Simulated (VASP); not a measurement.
Zr, 2 atoms in the cell. It takes space group P6_3/mmc (No. 194, hexagonal). The conventional cell has a = 3.233 Å, b = 3.233 Å, c = 5.169 Å, α = 90.00°, β = 90.00°, γ = 120.00°. Zr (site symmetry -6m2) has 12 Zr at 3.19 to 3.23 Å within 4.2 Å. 

* Program: VASP 6.6.1
* Task: single point
* Functional: PBE
* Potentials or basis: VASP PAW PBE potentials, release 64 (Zr_sv)
* Cutoff: 520 eV
* k mesh: 15 × 15 × 8
* Occupations: gaussian, width 0.1 eV
* Spin: no spin polarisation
* Dipole correction: no
* Further INCAR settings: ALGO = Fast; EDIFF = 1e-06; NBANDS = 19

Potentials or basis: VASP PAW PBE potentials, release 64 (Zr_sv).

Run with:

```console
$ cat potpaw_PBE.64/Zr_sv/POTCAR > POTCAR
$ mpirun -np 1 vasp_std > vasp.out
```

Hardware: 1 thread of AMD EPYC 7R13 Processor (Zen 3) (shared host).

Task: Estimate the wall time of this run.

Result: Wall time 2.2 min on 1 thread of AMD EPYC 7R13 Processor (Zen 3), on a shared host, peak memory 0.19 GiB. Counts: scf iterations 20, k points 135.
